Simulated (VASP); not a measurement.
Set up this calculation in VASP 6.6.1, as the native input.

```yaml
Task: single point
Functional: PBEsol
Potentials_or_basis: VASP PAW PBE potentials, release 64 (Li_sv)
Cutoff: 520 eV
k_mesh: 13 × 13 × 13
Occupations: fermi-dirac, width 0.1 eV
Spin: no spin polarisation
Dipole_correction: no
Further_INCAR_settings: ALGO = Normal; EDIFF = 1e-07; NBANDS = 12
```

The structure of Li lies in POSCAR:

```
Li
1.0
    1.5114640748      0.8726441905      7.3558263634
   -1.5114640748      0.8726441905      7.3558263634
    0.0000000000     -1.7452883810      7.3558263634
Li
3
Direct
    0.0000000000      1.0000000000      1.0000000000
    0.2221833269      0.2221833269      0.2221833269
    0.7778166731      0.7778166731      0.7778166731
```

These files were run (other wordings do the same):

INCAR

```
ALGO = Normal
EDIFF = 1E-7
ENCUT = 520
GGA = PS
ISIF = 2
ISMEAR = -1
LASPH = T
LCHARG = F
LREAL = F
LWAVE = F
NBANDS = 12
NELM = 100
PREC = Accurate
SIGMA = 0.1
```

KPOINTS

```
k-points
0
Gamma
  13 13 13
```

Potentials or basis: VASP PAW PBE potentials, release 64 (Li_sv).

Run with:

```sh
$ cat potpaw_PBE.64/Li_sv/POTCAR > POTCAR
$ mpirun -np 1 vasp_std > vasp.out
```

Results of the run:

```json
{
 "Band gap on the k mesh": "zero (an odd number of electrons rules out a gap without spin polarisation)"
}
```

It took 9.8 min on 1 thread of Oxide Virtual Turin-like Processor (shared host), peak memory 0.42 GiB.
